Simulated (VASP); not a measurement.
# Ta3H (P6/mmm) in VASP: notebook

The runs below take Ta3H through single point, relaxation of cell and atoms, with PBE.

Everything below comes from runs of VASP 6.6.1. Logs are shortened: lines on timing, memory, paths and dates and some standing lists are left out, and cuts for length are marked.

## (1) The cell of the first run

The structure is hexagonal, space group P6/mmm (No. 191). The conventional cell has a = 4.610 Å, b = 4.610 Å, c = 3.365 Å, α = 90.00°, β = 90.00°, γ = 120.00°. Ta (site symmetry -6m2) has 11 Ta at 2.66 to 3.36 Å and 3 H at 2.66 Å within 3.5 Å. Ta (site symmetry 6/mmm) has 2 H at 1.68 Å within 2.2 Å. H (site symmetry 6/mmm) has 2 Ta at 1.68 Å within 2.2 Å.

The cell was generated, and may not be a known phase.

## (2) Single point, PBE

The input, INCAR:

```
  PREC = Accurate
  ENCUT = 520
  EDIFF = 1E-6
  ISMEAR = 0
  SIGMA = 0.1
  LREAL = F
  LASPH = T
  NELM = 60
  ALGO = Normal
  ISIF = 2
  LWAVE = F
  LCHARG = F
  GGA = PE
  NBANDS = 25
```

The input, KPOINTS:

```
regular mesh
0
Gamma
  12 12 14
```

The input, POSCAR:

```
Ta3H
1.0
    4.6098144655      0.0000000000      0.0000000000
   -2.3049072327      3.9922164338      0.0000000000
    0.0000000000      0.0000000000      3.3647803092
Ta H
3 1
Direct
    0.3333333333      0.6666666667      0.0000000000
    0.6666666667      0.3333333333      0.0000000000
    0.0000000000      0.0000000000      0.5000000000
    0.0000000000      0.0000000000      0.0000000000
```

Potentials or basis: VASP PAW PBE potentials, release 64 (Ta_pv, H).

Started as:

```bash
cat potpaw_PBE.64/Ta_pv/POTCAR potpaw_PBE.64/H/POTCAR > POTCAR
mpirun -np 1 vasp_std > vasp.out
```

OUTCAR:

```text
PREC = Accurate
   ENCUT = 520
   EDIFF = 1E-6
   ISMEAR = 0
   LREAL = F
   LASPH = T
   NELM = 60
   ISIF = 2
   GGA = PE

 ion  position               nearest neighbor table
   1  0.333  0.667  0.000-   2 2.66   2 2.66   2 2.66   3 3.15   3 3.15   3 3.15   3 3.15   3 3.15
                             3 3.15
   2  0.667  0.333  0.000-   1 2.66   1 2.66   1 2.66   3 3.15   3 3.15   3 3.15   3 3.15   3 3.15
                             3 3.15
   3  0.000  0.000  0.500-   4 1.68   4 1.68   1 3.15   1 3.15   2 3.15   2 3.15   1 3.15   1 3.15
                             2 3.15   2 3.15   2 3.15   2 3.15   1 3.15   1 3.15
   4  0.000  0.000  0.000-   3 1.68   3 1.68

  LATTYP: Found a hexagonal cell.
 ALAT       =     4.6098144655
 C/A-ratio  =     0.7299166451

  Lattice vectors:

 A1 = (   4.6098144655,   0.0000000000,   0.0000000000)
 A2 = (  -2.3049072327,   3.9922164338,   0.0000000000)
 A3 = (   0.0000000000,   0.0000000000,   3.3647803092)

Analysis of symmetry for initial positions (statically):
=====================================================================
 Subroutine PRICEL returns:
 Original cell was already a primitive cell.

 Routine SETGRP: Setting up the symmetry group for a
 hexagonal supercell.

 Subroutine GETGRP returns: Found 24 space group operations
 (whereof 24 operations were pure point group operations)
 out of a pool of 24 trial point group operations.

The static configuration has the point symmetry D_6h.

Analysis of symmetry for dynamics (positions and initial velocities):
=====================================================================
 Subroutine PRICEL returns:
 Original cell was already a primitive cell.

 Routine SETGRP: Setting up the symmetry group for a
 hexagonal supercell.

 Subroutine GETGRP returns: Found 24 space group operations
 (whereof 24 operations were pure point group operations)
 out of a pool of 24 trial point group operations.

The dynamic configuration has the point symmetry D_6h.

 Subroutine INISYM returns: Found 24 space group operations
 (whereof 24 operations are pure point group operations),
 and found     1 'primitive' translations

----------------------------------------------------------------------------------------

                                     Primitive cell

  volume of cell :      61.9233

  direct lattice vectors                    reciprocal lattice vectors
     4.609814466  0.000000000  0.000000000     0.216928470  0.125243711  0.000000000
[... 91 lines left out ...]
   LREAL  =      F    real-space projection
   EDIFFG = 0.1E-04   stopping-criterion for IOM
   NSW    =      0    number of steps for IOM
   IBRION =     -1    ionic relax: 0-MD 1-quasi-New 2-CG
   NFREE  =      0    steps in history (QN), initial steepest desc. (CG)
   ISIF   =      2    stress and relaxation
   ISYM   =      2    0-nonsym 1-usesym 2-fastsym
   POTIM  = 0.5000    time-step for ionic-motion
   TEBEG  =    0.0;   TEEND  =   0.0 temperature during run
   PSTRESS=    0.0 pullay stress
   NELECT =      34.0000    total number of electrons
   NUPDOWN=      -1.0000    fix difference up-down
   EMIN   =  10.00;   EMAX   =-10.00  energy-range for DOS
   EFERMI =   0.00;   METHOD = LEGACY
   ISMEAR =     0;   SIGMA  =   0.10  broadening in eV -4-tet -1-fermi 0-gaus
   EFERMI_NEDOS =   21; number of points for ismear=-14 and -15
   IALGO  =     38    algorithm
   IMIX   =      4    mixing-type and parameters
     AMIX     =   0.40;   BMIX     =  1.00
     AMIX_MAG =   1.60;   BMIX_MAG =  1.00
  volume/ion in A,a.u.               =      15.48       104.47
  Fermi-wavevector in a.u.,A,eV,Ry     =   1.340550  2.533272 24.450685  1.797075
  Thomas-Fermi vector in A             =   2.468854
   LORBIT       =      0    0 simple, 1 ext, 2 COOP (PROOUT), +10 PAW based schemes
   GGA     = PE    functional components
   LHFCALC =     F    Hartree Fock is set to
   AEXX    =    0.0000 exact exchange contribution
   IVDW    =     0    specifies the selected vdW correction
   LEPSILON=     F    determine dielectric tensor
   LRPA    =     F    only Hartree local field effects (RPA)
 non-spin polarized calculation
 Gauss-broadening in eV      SIGMA  =   0.10
  energy-cutoff  :      520.00
  volume of cell :       61.92
 maximum number of plane-waves:      1699
 NGX is ok and might be reduce to    36
   NGX = 17   NGY = 17   NGZ = 13

 number of electron      34.0000002 magnetization

 Free energy of the ion-electron system (eV)
  ---------------------------------------------------
  ext. energy  EPLUGINS =         0.00000000
  ---------------------------------------------------
  free energy    TOTEN  =       -35.61476042 eV

  energy without entropy =      -35.58419374  energy(sigma->0) =      -35.59947708

 E-fermi :   5.2238     XC(G=0): -12.0301

 val. band max:        5.2223342603   @ k =   0.5000  -0.0000   0.1429
 cond. band min:       5.2265183187   @ k =   0.3333   0.2500   0.0000
 fundamental gap:      0.0041840584
 Fermi energy:         5.2237822069

 k-point     1 :       0.0000    0.0000    0.0000
  band No.  band energies     occupation
      1     -29.5152      2.00000
      2     -29.5152      2.00000
      3     -29.3314      2.00000
      4     -29.2747      2.00000
      5     -29.2747      2.00000
      6     -29.0196      2.00000
[... 661 lines left out ...]
     24       8.6815      0.00000
     25       9.9727      0.00000

 [... further k-points ...]

------------------------ aborting loop because EDIFF is reached ----------------------------------------

  FORCE on cell =-STRESS in cart. coord.  units (eV):
  Direction    XX          YY          ZZ          XY          YZ          ZX
  --------------------------------------------------------------------------------------
  -------------------------------------------------------------------------------------
  Total        0.0391941      0.0391941      0.0915705      0.0000000      0.0000000      0.0000000
  in kB        1.0140911      1.0140911      2.3692557      0.0000000      0.0000000      0.0000000
  external PRESSURE =       1.4658127 kB  Pullay stress =       0.0000000 kB

 VOLUME and BASIS-vectors are now :
 -----------------------------------------------------------------------------
  energy-cutoff  :      520.00
  volume of cell :       61.92
      direct lattice vectors                 reciprocal lattice vectors
     4.609814466  0.000000000  0.000000000     0.216928470  0.125243711  0.000000000
    -2.304907233  3.992216434  0.000000000     0.000000000  0.250487421  0.000000000
     0.000000000  0.000000000  3.364780309     0.000000000  0.000000000  0.297196223

 POSITION                                       TOTAL-FORCE (eV/Angst)
 -----------------------------------------------------------------------------------
     -0.00000      2.66148      0.00000        -0.000000     -0.000000      0.000000
      2.30491      1.33074      0.00000        -0.000000      0.000000     -0.000000
      0.00000      0.00000      1.68239         0.000000      0.000000     -0.000000
      0.00000      0.00000      0.00000         0.000000      0.000000     -0.000000
 -----------------------------------------------------------------------------------
    total drift:                                0.000000      0.000000      0.000000

  FREE ENERGIE OF THE ION-ELECTRON SYSTEM (eV)
  ---------------------------------------------------
  free  energy   TOTEN  =       -35.6147604216 eV

  energy  without entropy=      -35.5841937413  energy(sigma->0) =      -35.59947708
```

It took 94 s on 1 thread of Intel Xeon 6975P-C (Granite Rapids), shared host; peak memory 0.31 GiB.

Results:

```
Free energy            : -35.6148 eV
Pressure               : 0.1 GPa
Band gap on the k mesh : zero (bands 17 and 18 overlap by 1.47 eV)
```

Caveat: spin-orbit coupling is left out, which moves the levels of the heavy elements.

## (3) Relaxation of cell and atoms, PBE

The input, INCAR:

```
PREC = Accurate
ENCUT = 600
EDIFF = 1E-6
ISMEAR = 0
SIGMA = 0.1
LREAL = F
LASPH = T
NELM = 80
ALGO = Normal
ISIF = 3
LWAVE = F
LCHARG = F
GGA = PE
IBRION = 2
NSW = 100
EDIFFG = -0.01
```

The input, KPOINTS:

```
Automatic mesh
0
Gamma
  12 12 14
```

The input, POSCAR:

```
Ta3H
1.0
    4.6026148075      0.0000000000      0.0000000000
   -2.3013074037      3.9859813471      0.0000000000
    0.0000000000      0.0000000000      3.3815994108
Ta H
3 1
Direct
    0.3333333333      0.6666666667      0.0000000000
    0.6666666667      0.3333333333      0.0000000000
    0.0000000000      0.0000000000      0.5000000000
    0.0000000000      0.0000000000      0.0000000000
```

Potentials or basis: VASP PAW PBE potentials, release 64 (Ta_pv, H).

Started as:

```bash
cat potpaw_PBE.64/Ta_pv/POTCAR potpaw_PBE.64/H/POTCAR > POTCAR
mpirun -np 1 vasp_std > vasp.out
```

OUTCAR:

```text
PREC = Accurate
   ENCUT = 600
   EDIFF = 1E-6
   ISMEAR = 0
   LREAL = F
   LASPH = T
   NELM = 80
   ISIF = 3
   GGA = PE
   IBRION = 2
   NSW = 100
   EDIFFG = -0.01

 ion  position               nearest neighbor table
   1  0.333  0.667  0.000-   2 2.66   2 2.66   2 2.66   3 3.15   3 3.15   3 3.15   3 3.15   3 3.15
                             3 3.15
   2  0.667  0.333  0.000-   1 2.66   1 2.66   1 2.66   3 3.15   3 3.15   3 3.15   3 3.15   3 3.15
                             3 3.15
   3  0.000  0.000  0.500-   4 1.69   4 1.69   1 3.15   1 3.15   2 3.15   2 3.15   1 3.15   1 3.15
                             2 3.15   2 3.15   2 3.15   2 3.15   1 3.15   1 3.15
   4  0.000  0.000  0.000-   3 1.69   3 1.69

  LATTYP: Found a hexagonal cell.
 ALAT       =     4.6026148075
 C/A-ratio  =     0.7347126693

  Lattice vectors:

 A1 = (   4.6026148075,   0.0000000000,   0.0000000000)
 A2 = (  -2.3013074037,   3.9859813471,   0.0000000000)
 A3 = (   0.0000000000,   0.0000000000,   3.3815994108)

Analysis of symmetry for initial positions (statically):
=====================================================================
 Subroutine PRICEL returns:
 Original cell was already a primitive cell.

 Routine SETGRP: Setting up the symmetry group for a
 hexagonal supercell.

 Subroutine GETGRP returns: Found 24 space group operations
 (whereof 24 operations were pure point group operations)
 out of a pool of 24 trial point group operations.

The static configuration has the point symmetry D_6h.

Analysis of symmetry for dynamics (positions and initial velocities):
=====================================================================
 Subroutine PRICEL returns:
 Original cell was already a primitive cell.

 Routine SETGRP: Setting up the symmetry group for a
 hexagonal supercell.

 Subroutine GETGRP returns: Found 24 space group operations
 (whereof 24 operations were pure point group operations)
 out of a pool of 24 trial point group operations.
[... 132 lines left out ...]
   AEXX    =    0.0000 exact exchange contribution
   IVDW    =     0    specifies the selected vdW correction
   LEPSILON=     F    determine dielectric tensor
   LRPA    =     F    only Hartree local field effects (RPA)
 conjugate gradient relaxation of ions
 non-spin polarized calculation
 Gauss-broadening in eV      SIGMA  =   0.10
  energy-cutoff  :      600.00
  volume of cell :       62.04
 maximum number of plane-waves:      2107
 NGX is ok and might be reduce to    40
   NGX = 19   NGY = 19   NGZ = 13

--------------------------------------- Ionic step        1  -------------------------------------------

 number of electron      34.0000001 magnetization

 Free energy of the ion-electron system (eV)
  ---------------------------------------------------
  ext. energy  EPLUGINS =         0.00000000
  ---------------------------------------------------
  free energy    TOTEN  =       -35.61607879 eV

  energy without entropy =      -35.58437258  energy(sigma->0) =      -35.60022569

------------------------ aborting loop because EDIFF is reached ----------------------------------------

  FORCE on cell =-STRESS in cart. coord.  units (eV):
  Direction    XX          YY          ZZ          XY          YZ          ZX
  --------------------------------------------------------------------------------------
  -------------------------------------------------------------------------------------
  Total        0.0302292      0.0302292     -0.2012586      0.0000000     -0.0000000     -0.0000000
  in kB        0.7806845      0.7806845     -5.1976015      0.0000000     -0.0000000     -0.0000000
  external PRESSURE =      -1.2120775 kB  Pullay stress =       0.0000000 kB
[... 139 lines left out ...]
--------------------------------------- Ionic step        5  -------------------------------------------

 number of electron      34.0000000 magnetization

 Free energy of the ion-electron system (eV)
  ---------------------------------------------------
  ext. energy  EPLUGINS =         0.00000000
  ---------------------------------------------------
  free energy    TOTEN  =       -35.61653463 eV

  energy without entropy =      -35.58573215  energy(sigma->0) =      -35.60113339

 E-fermi :   5.2149     XC(G=0): -12.0236

 val. band max:        5.2124229920   @ k =   0.5000   0.0000   0.1429
 cond. band min:       5.2197613514   @ k =   0.3333   0.2500   0.0000
 fundamental gap:      0.0073383594
 Fermi energy:         5.2149247358

 k-point     1 :       0.0000    0.0000    0.0000
  band No.  band energies     occupation
      1     -29.5240      2.00000
      2     -29.5240      2.00000
      3     -29.3447      2.00000
      4     -29.2894      2.00000
      5     -29.2894      2.00000
      6     -29.0321      2.00000
[... 565 lines left out ...]
     20       5.9389      0.00000
     21       7.1671      0.00000

 [... further k-points ...]

------------------------ aborting loop because EDIFF is reached ----------------------------------------

  FORCE on cell =-STRESS in cart. coord.  units (eV):
  Direction    XX          YY          ZZ          XY          YZ          ZX
  --------------------------------------------------------------------------------------
  -------------------------------------------------------------------------------------
  Total       -0.0020864     -0.0020864     -0.0090904     -0.0000000      0.0000000      0.0000000
  in kB       -0.0539150     -0.0539150     -0.2349026     -0.0000000      0.0000000      0.0000000
  external PRESSURE =      -0.1142442 kB  Pullay stress =       0.0000000 kB
[... 19 lines left out ...]
  FREE ENERGIE OF THE ION-ELECTRON SYSTEM (eV)
  ---------------------------------------------------
  free  energy   TOTEN  =       -35.6165346258 eV

  energy  without entropy=      -35.5857321483  energy(sigma->0) =      -35.60113339

 reached required accuracy - stopping structural energy minimisation
```

CONTCAR:

```text
Ta3H
   1.00000000000000
     4.6100098720758158    0.0000000000000928   -0.0000000000000000
    -2.3050049359877471    3.9923856608850947    0.0000000000000000
    -0.0000000000000000   -0.0000000000000000    3.3687581889777856
  Ta              H
     3     1
Direct
     0.3333333332999970    0.6666666667000030    0.0000000000000000
     0.6666666667000030    0.3333333332999970    0.0000000000000000
     0.0000000000000000    1.0000000000000000    0.5000000000000000
     0.0000000000000000    1.0000000000000000    0.0000000000000000

  0.00000000E+00  0.00000000E+00  0.00000000E+00
  0.00000000E+00  0.00000000E+00  0.00000000E+00
  0.00000000E+00  0.00000000E+00  0.00000000E+00
  0.00000000E+00  0.00000000E+00  0.00000000E+00
```

Wall time 5.4 min (1 thread of Intel Xeon 6975P-C (Granite Rapids), shared host); peak memory 0.37 GiB.

Results:

| Item | Value |
| --- | --- |
| Free energy | -35.6165 eV |
| Relaxed volume | 15.50 Å³/atom |
| Relaxed cell | a = 4.610 Å, b = 4.610 Å, c = 3.369 Å, α = 90.00°, β = 90.00°, γ = 120.00° |
| Space group after relaxing (to 0.1 Å) | P6/mmm (No. 191) |
| Energy gained by relaxing | 0.1 meV/atom |
| Ionic steps | 5 |
| Pressure after relaxing | 0.0 GPa |
| Band gap on the k mesh | zero (bands 17 and 18 overlap by 1.47 eV) |

Step by step:
```tsv
step	energy change (eV)	largest force (eV/Å)	pressure (GPa)	volume (Å³)
1	0.0000	0.0000	-0.12	62.04
2	-0.0003	0.0000	0.15	61.93
3	-0.0003	0.0000	0.21	61.91
4	-0.0004	0.0000	-0.10	62.04
5	-0.0005	0.0000	-0.01	62.00
```

Final structure:
```
CELL_PARAMETERS angstrom
4.61001 0.00000 0.00000
-2.30500 3.99239 0.00000
0.00000 0.00000 3.36876
ATOMIC_POSITIONS crystal
Ta 0.33333 0.66667 0.00000
Ta 0.66667 0.33333 0.00000
Ta 0.00000 0.00000 0.50000
H 0.00000 0.00000 0.00000
```

Levels at points of the mesh, in eV from the Fermi level:
```tsv
k point	band 13	band 14	band 15	band 16	band 17	band 18	band 19	band 20	band 21
(0.00, 0.00, 0.00)	-1.35	-1.10	-1.10	-0.85	-0.34	0.45	0.45	0.49	0.49
(0.50, 0.00, 0.00)	-2.19	-1.57	-1.23	-1.17	-0.12	0.23	0.47	0.55	1.25
(0.00, 0.00, 0.50)	-3.28	-3.08	-3.08	0.66	0.80	0.80	1.21	1.21	3.00
(0.50, 0.00, 0.50)	-2.64	-2.60	-1.57	-1.43	-0.02	0.10	0.49	2.22	2.74
```

Caveat: the highest band is partly filled, so the run has too few bands; spin-orbit coupling is left out, which moves the levels of the heavy elements.
